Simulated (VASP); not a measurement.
Write the native input for VASP 6.6.1 that does the following.

| Item | Value |
| --- | --- |
| Task | single point |
| Functional | LDA |
| Potentials or basis | VASP PAW LDA potentials, release 64 (Bi_d, Te) |
| Cutoff | 520 eV |
| k mesh | 7 × 7 × 7 |
| Occupations | fermi-dirac, width 0.05 eV |
| Spin | no spin polarisation |
| Dipole correction | no |
| Further INCAR settings | ALGO = Normal; EDIFF = 1e-07; NBANDS = 18 |

The structure of BiTe lies in POSCAR:

```
BiTe
1.0
    0.0000000000      3.2775706714      3.2775706714
    3.2775706714      0.0000000000      3.2775706714
    3.2775706714      3.2775706714      0.0000000000
Bi Te
1 1
Direct
    0.0000000000      0.0000000000      0.0000000000
    0.5000000000      0.5000000000      0.5000000000
```

This cell differs from its parent crystal: volume scaled by 1.04.

The input as run:

INCAR

```
SYSTEM = BiTe
  PREC = Accurate
  ENCUT = 520
  EDIFF = 1E-7
  ISMEAR = -1
  SIGMA = 0.05
  LREAL = .FALSE.
  LASPH = .TRUE.
  NELM = 60
  ALGO = Normal
  ISIF = 2
  LWAVE = .FALSE.
  LCHARG = .FALSE.
  NBANDS = 18
```

KPOINTS

```
Automatic mesh
0
G
  7 7 7
  0 0 0
```

Potentials or basis: VASP PAW LDA potentials, release 64 (Bi_d, Te).

The run is started by

```sh
$ cat potpaw_LDA.64/Bi_d/POTCAR potpaw_LDA.64/Te/POTCAR > POTCAR
$ mpirun -np 1 vasp_std > vasp.out
```

Results of the run:

* Pressure: -4.2 GPa

Run time: 52 s on 1 thread of Intel Xeon 8259CL (shared host), peak memory 0.18 GiB.
